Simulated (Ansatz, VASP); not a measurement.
**Co: VASP beside Ansatz**

File INCAR:

```
PREC = Accurate
ENCUT = 520
EDIFF = 1E-6
ISMEAR = -1
SIGMA = 0.05
LREAL = F
LASPH = T
NELM = 150
ALGO = Normal
ISIF = 2
LWAVE = F
LCHARG = F
ISPIN = 2
MAGMOM = 1.677 1.677
LORBIT = 11
LMAXMIX = 4
GGA = B5
ALDAX = 1.0
AGGAX = 1.0
AGGAC = 1.0
ALDAC = 0.0
NBANDS = 20
```

KPOINTS

```
regular mesh
0
Gamma
  23 23 13
```

Contents of POSCAR:

```
Co
1.0
    2.4269155813      0.0000000000      0.0000000000
   -1.2134577906      2.1017705463      0.0000000000
    0.0000000000      0.0000000000      3.9128381265
Co
2
Direct
    0.3333333333      0.6666666667      0.2500000000
    0.6666666667      0.3333333333      0.7500000000
```

Input for Ansatz:

```yaml
crystal:
  lattice:
    - [2.4269155813, 0.0, 0.0]
    - [-1.2134577906, 2.1017705463, 0.0]
    - [0.0, 0.0, 3.9128381265]
  atoms:
    - { symbol: Co, position: [0.3333333333, 0.6666666667, 0.25], spin: 1.677 }
    - { symbol: Co, position: [0.6666666667, 0.3333333333, 0.75], spin: 1.677 }
hamiltonian:
  xc: blyp
  pseudopotentials:
    kind: paw
    azcp:
      Co: "pseudopotentials/Co.paw.azcp"
basis:
  ecutwfc: 420
  fft_grid_basis: typed
kpoints:
  mp_grid: { grid: [23, 23, 13], shift: [0, 0, 0] }
magnetization:
  spin_polarized: true
scf:
  occupations: { method: fermi_dirac, width: 0.05 }
output:
  stress: true
```

Alike in both runs: task single point; functional BLYP; k mesh 23 × 23 × 13; occupations fermi-dirac, width 0.05 eV; collinear spin.

|  | VASP | Ansatz |
| --- | --- | --- |
| version | VASP 6.6.1 | Ansatz 0.2.0 |
| potentials or method | VASP PAW PBE potentials, release 64 (Co), cutoff 520 eV | plane waves (420 eV) with PAW, scalar-relativistic |
| valence electrons in the cell | 18 | 34 |

Ansatz gave:

* net moment per atom (μB): 1.53
* size of the moment on the site where the two differ most (μB): 1.59

Task: What did VASP give for the same quantities?

Result: net moment per atom (μB): 1.52; size of the moment on the site where the two differ most (μB): 1.52.

VASP's potentials were made for PBE, not for BLYP. Site moments also hang on the region over which each program counts them. The functional is the same, so the differences come from potentials, cutoffs and numerics. VASP's potentials hold 18 valence electrons a cell and Ansatz's 34, so a difference there can come from the potentials and not from the codes.
